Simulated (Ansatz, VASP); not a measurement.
## One calculation of Os, two programs

File INCAR:

```
SYSTEM = Os
PREC = Accurate ; ENCUT = 520
EDIFF = 1E-7 ; ISMEAR = -1
SIGMA = 0.08 ; LREAL = .FALSE.
LASPH = .TRUE. ; NELM = 60
ALGO = Normal ; ISIF = 2
LWAVE = .FALSE. ; LCHARG = .TRUE.
GGA = PE ; LELF = .TRUE.
LVHAR = .TRUE. ; NBANDS = 15
```

The input KPOINTS:

```
regular mesh
0
G
  13 13 13
  0 0 0
```

Contents of POSCAR:

```
Os
1.0
    0.0000000000      2.3167980842      2.3167980842
    2.3167980842      0.0000000000      2.3167980842
    2.3167980842      2.3167980842      0.0000000000
Os
2
Direct
   -0.1250000000     -0.1250000000     -0.1250000000
    0.1250000000      0.1250000000      0.1250000000
```

Input for Ansatz:

```yaml
crystal:
  lattice:
    - [0.0, 2.3167980842, 2.3167980842]
    - [2.3167980842, 0.0, 2.3167980842]
    - [2.3167980842, 2.3167980842, 0.0]
  atoms:
    - { symbol: Os, position: [-0.125, -0.125, -0.125] }
    - { symbol: Os, position: [0.125, 0.125, 0.125] }
kpoints:
  mp_grid: { grid: [13, 13, 13] }
  band_path:
    path:
      - [0.0, 0.0, 0.0]
      - [0.5, 0.0, 0.5]
      - [0.625, 0.25, 0.625]
      - [0.375, 0.375, 0.75]
      - [0.0, 0.0, 0.0]
      - [0.5, 0.5, 0.5]
      - [0.5, 0.25, 0.75]
      - [0.5, 0.0, 0.5]
    npoints: 8
scf:
  occupations: { method: fermi_dirac, width: 0.08 }
hamiltonian:
  xc: pbe
  pseudopotentials: { kind: paw }
output:
  forces: true
  stress: true
  eigenvalues: true
  populations: true
  dos: { projected: true, de: 0.2, e_range: [-14, 8] }
```

Change from the starting cell: volume scaled by 0.58, PAW files.

Alike in both runs: task single point; functional PBE; k mesh 13 × 13 × 13; occupations fermi-dirac, width 0.08 eV; no spin polarisation.

|  | VASP | Ansatz |
| --- | --- | --- |
| version | VASP 6.6.1 | Ansatz 0.2.0 |
| potentials or method | VASP PAW PBE potentials, release 64 (Os) | PAW with Ansatz's default frozen-core files, scalar-relativistic |
| plane-wave cutoff (eV) | 520 | 420 |
| valence electrons in the cell | 16 | 32 |

```tsv
	VASP	Ansatz	Ansatz less VASP
pressure (GPa)	341.6	368.5	+26.90
```

Both programs put the cell under a high pressure, so it lies far from rest at this level. With one functional, cell and mesh, what is left measures potentials, basis and numerics. VASP's potentials hold 16 valence electrons a cell and Ansatz's 32, so a difference there can come from the potentials and not from the codes.

Neither program's run includes spin-orbit coupling. Noted on VASP's run: the cell as given lies far from equilibrium.
